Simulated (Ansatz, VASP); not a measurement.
**BaS in VASP and in Ansatz**

INCAR

```
SYSTEM = BaS
ALGO     = Normal         ! electronic algorithm
EDIFF    = 1E-8           ! SCF threshold, eV
ENCUT    = 520            ! plane-wave cutoff, eV
GGA      = PE             ! functional
ISIF     = 2              ! what is computed and relaxed
ISMEAR   = -1             ! smearing method
LASPH    = .TRUE.         ! aspherical terms in the spheres
LCHARG   = .FALSE.        ! write CHGCAR
LEFG     = .TRUE.       
LREAL    = .FALSE.        ! projectors in reciprocal space
LWAVE    = .FALSE.        ! write WAVECAR
NBANDS   = 15             ! bands
NELM     = 100            ! most SCF steps
PREC     = Accurate       ! precision mode
SIGMA    = 0.02           ! smearing width, eV
```

The input KPOINTS:

```
k-points
0
G
  8 8 8
  0 0 0
```

The input POSCAR:

```
BaS
1.0
    0.0000000000      3.2461158646      3.2461158646
    3.2461158646      0.0000000000      3.2461158646
    3.2461158646      3.2461158646      0.0000000000
Ba S
1 1
Direct
    0.0000000000      0.0000000000      0.0000000000
    0.5000000000      0.5000000000      0.5000000000
```

Input for Ansatz:

```yaml
crystal:
  lattice:
    - [0.0, 3.2461158646, 3.2461158646]
    - [3.2461158646, 0.0, 3.2461158646]
    - [3.2461158646, 3.2461158646, 0.0]
  atoms:
    - { symbol: Ba, position: [0.0, 0.0, 0.0] }
    - { symbol: S, position: [0.5, 0.5, 0.5] }
kpoints:
  mp_grid: { grid: [8, 8, 8] }
scf:
  occupations: { method: fermi_dirac, width: 0.02 }
hamiltonian:
  xc: pbe
  pseudopotentials: { kind: all_electron, datasets: crystal }
output:
  forces: true
  stress: true
  eigenvalues: true
  efg: { contact_densities: true }
```

Change from the starting cell: volume scaled by 1.05, crystal datasets.

Alike in both runs: task electric field gradients; functional PBE; k mesh 8 × 8 × 8; occupations fermi-dirac, width 0.02 eV; no spin polarisation.

|  | VASP | Ansatz |
| --- | --- | --- |
| version | VASP 6.6.1 | Ansatz 0.2.0 |
| potentials or method | VASP PAW PBE potentials, release 64 (Ba_sv, S), cutoff 520 eV | all-electron PAW with datasets made for the crystal, scalar-relativistic |

```tsv
	VASP	Ansatz	Ansatz less VASP
gap on the k mesh at the Fermi level (eV)	2.18	2.27	+0.089
pressure (GPa)	-0.7	-1.2	-0.49
```

Ansatz ran all-electron here, and VASP with PAW potentials.

Neither program's run includes spin-orbit coupling.
